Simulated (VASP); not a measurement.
# Be (a cell with a defect) in VASP: single point with PBEsol

Aim: the single point of Be (a cell with a defect) with PBEsol.

All numbers are computed with VASP 6.6.1; they aren't measurements. Logs are shortened: lines on timing, memory, paths and dates and some standing lists are left out, and cuts for length are marked.

## Step 1: The cell of the first run

The cell holds a defect, 17 atoms: a = 4.580 Å, b = 3.966 Å, c = 7.177 Å, α = 90.00°, β = 90.00°, γ = 90.00°.

## Step 2: Single point, PBEsol

Input file INCAR:

```
SYSTEM = Be
PREC = Accurate
ENCUT = 520
EDIFF = 1E-6
ISMEAR = -1
SIGMA = 0.1
LREAL = Auto
LASPH = .True.
NELM = 60
ALGO = Normal
ISIF = 2
LWAVE = .False.
LCHARG = .False.
GGA = PS
NBANDS = 31
```

Input file KPOINTS:

```
regular mesh
0
Gamma
  3 3 2
  0 0 0
```

Input file POSCAR:

```
Be
1.0
   -2.2900000000     -3.9663960000      0.0000000000
    3.4350000000     -1.9831980000      0.0000000000
    0.0000000000      0.0000000000      7.1768600000
Be
17
Direct
    0.7908749911      0.5229979404     -0.0320336328
    0.5313334937      0.3655152926      0.2118617037
    0.6941370839      0.6338395459      0.4636340134
    0.5372600977      0.4107567541      0.7248452306
    0.4859646263      0.0172750587     -0.0429285602
    0.3078466618      0.8460646461      0.2661390204
    0.3963501990     -0.0684345330      0.6107737902
    0.1437639095      0.7246873266      0.7800979972
    0.2626546405      0.4977481765      0.0105394382
    0.0031977290      0.3397904078      0.2545001813
    0.2555724491      0.4525045984      0.4971431173
    0.0970442029      0.2306897741      0.7584324835
    0.0184236755      0.0030226682      0.0054914203
    0.7748050056      0.8603625600      0.2168431557
    0.0350007117     -0.0394706422      0.4909326352
    0.7579937802      0.9006834978      0.7311594450
    0.6507257425      0.1394965282      0.4429596611
```

Potentials or basis: VASP PAW PBE potentials, release 64 (Be).

On the command line:

```sh
$ cat potpaw_PBE.64/Be/POTCAR > POTCAR
$ mpirun -np 1 vasp_std > vasp.out
```

OUTCAR:

```text
SYSTEM = Be
   PREC = Accurate
   ENCUT = 520
   EDIFF = 1E-6
   ISMEAR = -1
   LREAL = Auto
   LASPH = .True.
   NELM = 60
   ISIF = 2
   GGA = PS

 ion  position               nearest neighbor table
   1  0.791  0.523  0.968-   4 2.14   9 2.18  13 2.19   2 2.21  14 2.23   8 2.25  16 2.27  13 2.33
                            12 2.36  10 2.39
   2  0.531  0.366  0.212-  17 1.96   9 1.97  10 2.19   6 2.20   1 2.21   3 2.23  14 2.26  14 2.29
                             5 2.30   6 2.33
   3  0.694  0.634  0.464-  17 1.98  14 2.02  17 2.02  15 2.04   7 2.09  11 2.15   4 2.19  16 2.21
                             2 2.23  10 2.37
   4  0.537  0.411  0.725-  11 2.09   1 2.14  12 2.15   7 2.17  16 2.19   3 2.19   8 2.23  16 2.26
                             5 2.30   7 2.31  17 2.35
   5  0.486  0.017  0.957-  16 2.10  13 2.17   9 2.20   4 2.30   2 2.30   8 2.33   9 2.33  14 2.37
[... 11 lines left out ...]
  11  0.256  0.453  0.497-   4 2.09  10 2.14   3 2.15   7 2.17  12 2.19  15 2.20  17 2.23  15 2.25
                             6 2.29   7 2.31   8 2.36
  12  0.097  0.231  0.758-   8 1.98  13 2.02   8 2.02  16 2.04   7 2.10   4 2.15  11 2.19  15 2.22
                             9 2.23   1 2.36
  13  0.018  0.003  0.005-  14 1.97  12 2.02   8 2.04   5 2.17   1 2.19  10 2.23   9 2.26   9 2.30
                             1 2.33  16 2.34   6 2.38
  14  0.775  0.860  0.217-  13 1.97   3 2.02  17 2.05   6 2.17  10 2.19   1 2.23   2 2.26   2 2.29
                            10 2.33  15 2.33   5 2.37
  15  0.035  0.961  0.491-   7 1.87  17 1.93   3 2.04   6 2.09  16 2.15  11 2.20  12 2.22  11 2.25
                            10 2.27   8 2.33  14 2.33
  16  0.758  0.901  0.731-   7 1.87   8 1.93  12 2.04   5 2.10  15 2.15   4 2.19   3 2.21   4 2.26
                             1 2.27  17 2.33  13 2.34
  17  0.651  0.139  0.443-   7 1.87  15 1.93   2 1.96   3 1.98   3 2.02  14 2.05  11 2.23  10 2.25
                            16 2.33   6 2.33   4 2.35

  LATTYP: Found a simple orthorhombic cell.
 ALAT       =     3.9663962620
 B/A-ratio  =     1.1547004875
 C/A-ratio  =     1.8094157835

  Lattice vectors:

 A1 = (  -3.4350000000,   1.9831980000,   0.0000000000)
 A2 = (  -2.2900000000,  -3.9663960000,   0.0000000000)
 A3 = (   0.0000000000,   0.0000000000,   7.1768600000)

Analysis of symmetry for initial positions (statically):
=====================================================================
 Subroutine PRICEL returns:
 Original cell was already a primitive cell.

 Routine SETGRP: Setting up the symmetry group for a
 simple orthorhombic supercell.

 Subroutine GETGRP returns: Found  1 space group operations
 (whereof  1 operations were pure point group operations)
 out of a pool of  8 trial point group operations.

The static configuration has the point symmetry C_1 .

Analysis of symmetry for dynamics (positions and initial velocities):
=====================================================================
 Subroutine PRICEL returns:
 Original cell was already a primitive cell.

 Routine SETGRP: Setting up the symmetry group for a
 simple orthorhombic supercell.

 Subroutine GETGRP returns: Found  1 space group operations
 (whereof  1 operations were pure point group operations)
 out of a pool of  8 trial point group operations.

The dynamic configuration has the point symmetry C_1 .

 Subroutine INISYM returns: Found  1 space group operations
 (whereof  1 operations are pure point group operations),
 and found     1 'primitive' translations

----------------------------------------------------------------------------------------

                                     Primitive cell

  volume of cell :     130.3755

  direct lattice vectors                    reciprocal lattice vectors
    -2.290000000 -3.966396000  0.000000000    -0.109170306 -0.189088533  0.000000000
     3.435000000 -1.983198000  0.000000000     0.218340611 -0.126059022  0.000000000
     0.000000000  0.000000000  7.176860000     0.000000000  0.000000000  0.139336702

  length of vectors
     4.579999697  3.966396262  7.176860000     0.218340626  0.252118027  0.139336702

  position of ions in fractional coordinates (direct lattice)
     0.790874991  0.522997940  0.967966367
     0.531333494  0.365515293  0.211861704
     0.694137084  0.633839546  0.463634013
     0.537260098  0.410756754  0.724845231
     0.485964626  0.017275059  0.957071440
     0.307846662  0.846064646  0.266139020
[... 9 lines left out ...]
     0.757993780  0.900683498  0.731159445
     0.650725743  0.139496528  0.442959661

  ion indices of the primitive-cell ions
   primitive index   ion index
                 1           1
                 2           2
                 3           3
                 4           4
                 5           5
                 6           6
[... 9 lines left out ...]
                16          16
                17          17

----------------------------------------------------------------------------------------

 KPOINTS: regular mesh

Automatic generation of k-mesh.
 Grid dimensions read from file:
 generate k-points for:    3    3    2

 Generating k-lattice:

  Cartesian coordinates                     Fractional coordinates (reciprocal lattice)
    -0.036390102 -0.063029511  0.000000000     0.333333333  0.000000000  0.000000000
     0.072780204 -0.042019674  0.000000000    -0.000000000  0.333333333  0.000000000
     0.000000000  0.000000000  0.069668351     0.000000000  0.000000000  0.500000000

  Length of vectors
     0.072780209  0.084039342  0.069668351

  Shift w.r.t. Gamma in fractional coordinates (k-lattice)
     0.000000000  0.000000000  0.000000000

 Subroutine IBZKPT returns following result:
 ===========================================

 Found     10 irreducible k-points:

 Following reciprocal coordinates:
            Coordinates               Weight
  0.000000  0.000000  0.000000      1.000000
  0.333333  0.000000  0.000000      2.000000
  0.000000  0.333333  0.000000      2.000000
  0.333333  0.333333  0.000000      2.000000
 -0.333333  0.333333  0.000000      2.000000
  0.000000  0.000000  0.500000      1.000000
  0.333333  0.000000  0.500000      2.000000
  0.000000  0.333333  0.500000      2.000000
  0.333333  0.333333  0.500000      2.000000
 -0.333333  0.333333  0.500000      2.000000
   k-points           NKPTS =     10   k-points in BZ     NKDIM =     10   number of bands    NBANDS=     31
   number of dos      NEDOS =    301   number of ions     NIONS =     17
   total plane-waves  NPLWV =  58320
   dimension x,y,z NGX =    36 NGY =   30 NGZ =   54
   dimension x,y,z NGXF=    72 NGYF=   60 NGZF=  108
   ions per type =              17
   NGX,Y,Z   is equivalent  to a cutoff of  13.07, 12.57, 12.51 a.u.
   NGXF,Y,Z  is equivalent  to a cutoff of  26.13, 25.15, 25.02 a.u.
 SYSTEM =  Be
   PREC   = accura    normal or accurate (medium, high low for compatibility)
   ISTART =      0    job   : 0-new  1-cont  2-samecut
   ICHARG =      2    charge: 1-file 2-atom 10-const
   ISPIN  =      1    spin polarized calculation?
   LNONCOLLINEAR =      F non collinear calculations
   LSORBIT =      F    spin-orbit coupling
   LASPH  =      T    aspherical Exc in radial PAW
   ENCUT  =  520.0 eV  38.22 Ry    6.18 a.u.   8.52  7.37 13.34*2*pi/ulx,y,z
   NELM   =     60;   NELMIN=  2; NELMDL= -5     # of ELM steps
   EDIFF  = 0.1E-05   stopping-criterion for ELM
   LREAL  =      T    real-space projection
   EDIFFG = 0.1E-04   stopping-criterion for IOM
   NSW    =      0    number of steps for IOM
   IBRION =     -1    ionic relax: 0-MD 1-quasi-New 2-CG
   NFREE  =      0    steps in history (QN), initial steepest desc. (CG)
   ISIF   =      2    stress and relaxation
   ISYM   =      2    0-nonsym 1-usesym 2-fastsym
   POTIM  = 0.5000    time-step for ionic-motion
   TEBEG  =    0.0;   TEEND  =   0.0 temperature during run
   PSTRESS=    0.0 pullay stress
   NELECT =      34.0000    total number of electrons
   NUPDOWN=      -1.0000    fix difference up-down
   EMIN   =  10.00;   EMAX   =-10.00  energy-range for DOS
   EFERMI =   0.00;   METHOD = LEGACY
   ISMEAR =    -1;   SIGMA  =   0.10  broadening in eV -4-tet -1-fermi 0-gaus
   EFERMI_NEDOS =   21; number of points for ismear=-14 and -15
   IALGO  =     38    algorithm
   IMIX   =      4    mixing-type and parameters
     AMIX     =   0.40;   BMIX     =  1.00
     AMIX_MAG =   1.60;   BMIX_MAG =  1.00
  volume/ion in A,a.u.               =       7.67        51.75
  Fermi-wavevector in a.u.,A,eV,Ry     =   1.045930  1.976520 14.884349  1.093969
  Thomas-Fermi vector in A             =   2.180746
   LORBIT       =      0    0 simple, 1 ext, 2 COOP (PROOUT), +10 PAW based schemes
   GGA     = PS    functional components
   LHFCALC =     F    Hartree Fock is set to
   AEXX    =    0.0000 exact exchange contribution
   IVDW    =     0    specifies the selected vdW correction
   LEPSILON=     F    determine dielectric tensor
   LRPA    =     F    only Hartree local field effects (RPA)
 non-spin polarized calculation
  energy-cutoff  :      520.00
  volume of cell :      130.38
 maximum number of plane-waves:      3531
 NGX is ok and might be reduce to    36
   NGX = 17   NGY = 15   NGZ = 27

 number of electron      34.0000000 magnetization

 Free energy of the ion-electron system (eV)
  ---------------------------------------------------
  ext. energy  EPLUGINS =         0.00000000
  ---------------------------------------------------
  free energy    TOTEN  =       -63.82356501 eV

  energy without entropy =      -63.73611146  energy(sigma->0) =      -63.77983823

 E-fermi :   7.1705     XC(G=0): -10.6784

 val. band max:        7.1145518691   @ k =   0.0000   0.3333   0.0000
 cond. band min:       7.2071463765   @ k =  -0.3333   0.3333   0.0000
 fundamental gap:      0.0925945074
 Fermi energy:         7.1704829887

 k-point     1 :       0.0000    0.0000    0.0000
  band No.  band energies     occupation
      1      -4.2724      2.00000
      2      -2.2255      2.00000
      3      -2.1080      2.00000
      4       0.7018      2.00000
      5       1.1149      2.00000
      6       2.0358      2.00000
[... 309 lines left out ...]
     28      12.6830      0.00000
     29      12.9089      0.00000
 [bands above 29 left out]

------------------------ aborting loop because EDIFF is reached ----------------------------------------

  FORCE on cell =-STRESS in cart. coord.  units (eV):
  Direction    XX          YY          ZZ          XY          YZ          ZX
  --------------------------------------------------------------------------------------
  -------------------------------------------------------------------------------------
  Total        6.3541093     14.9939832      6.9795231      3.2297280      7.1736756     -3.8741138
  in kB       78.0852927    184.2602172     85.7709667     39.6899465     88.1568959    -47.6087666
  external PRESSURE =     116.0388255 kB  Pullay stress =       0.0000000 kB

 VOLUME and BASIS-vectors are now :
 -----------------------------------------------------------------------------
  energy-cutoff  :      520.00
  volume of cell :      130.38
      direct lattice vectors                 reciprocal lattice vectors
    -2.290000000 -3.966396000  0.000000000    -0.109170306 -0.189088533  0.000000000
     3.435000000 -1.983198000  0.000000000     0.218340611 -0.126059022  0.000000000
     0.000000000  0.000000000  7.176860000     0.000000000  0.000000000  0.139336702

 POSITION                                       TOTAL-FORCE (eV/Angst)
 -----------------------------------------------------------------------------------
     -0.01461     -4.17413      6.94696        -0.006249     -0.002488      0.001171
      0.03879     -2.83237      1.52050        -0.005056      0.005048     -0.008124
      0.58766     -4.01025      3.32744        -0.021829     -0.001034     -0.011448
      0.18062     -2.94560      5.20211        -0.012593      0.008989      0.006770
     -1.05352     -1.96179      6.86877        -0.013639     -0.005537     -0.006932
      2.20126     -2.89896      1.91004         0.006177      0.003219     -0.008241
[... 9 lines left out ...]
      1.35804     -4.79274      5.24743         0.010848     -0.008318     -0.001950
     -1.01099     -2.85769      3.17906         0.012418     -0.001215      0.003362
 -----------------------------------------------------------------------------------
    total drift:                                0.000621      0.001978      0.000348

  FREE ENERGIE OF THE ION-ELECTRON SYSTEM (eV)
  ---------------------------------------------------
  free  energy   TOTEN  =       -63.8235650054 eV

  energy  without entropy=      -63.7361114604  energy(sigma->0) =      -63.77983823
```

It took 35 s on 1 thread of AMD EPYC 9R45 (Zen 5), shared host; peak memory 0.2 GiB.

Results:

```yaml
Free_energy: -63.8236 eV
Pressure: 11.6 GPa
Largest_force: 0.030 eV/Å
Band_gap_on_the_k_mesh: zero (bands 17 and 18 overlap by 1.04 eV)
```

Forces in eV/Å, atoms in the order of the input:
```
Be  -0.006 -0.002  0.001
Be  -0.005  0.005 -0.008
Be  -0.022 -0.001 -0.011
Be  -0.013  0.009  0.007
Be  -0.014 -0.006 -0.007
Be   0.006  0.003 -0.008
Be   0.009 -0.010  0.013
Be  -0.003 -0.007 -0.017
Be   0.010  0.002  0.013
Be   0.024  0.016 -0.009
Be  -0.012  0.005  0.012
Be  -0.006 -0.008 -0.006
Be   0.013  0.000  0.002
Be  -0.019 -0.003  0.009
Be   0.016  0.007  0.008
Be   0.011 -0.008 -0.002
Be   0.012 -0.001  0.003
```

Caveat: the k points lie up to 0.53 Å⁻¹ apart, too coarse for converged energies and pressures of a metal; the PAW data sets were made with another functional, which shifts forces and pressure a little.

The gap in the log of VASP goes by the Fermi energy; the results here count the filled bands.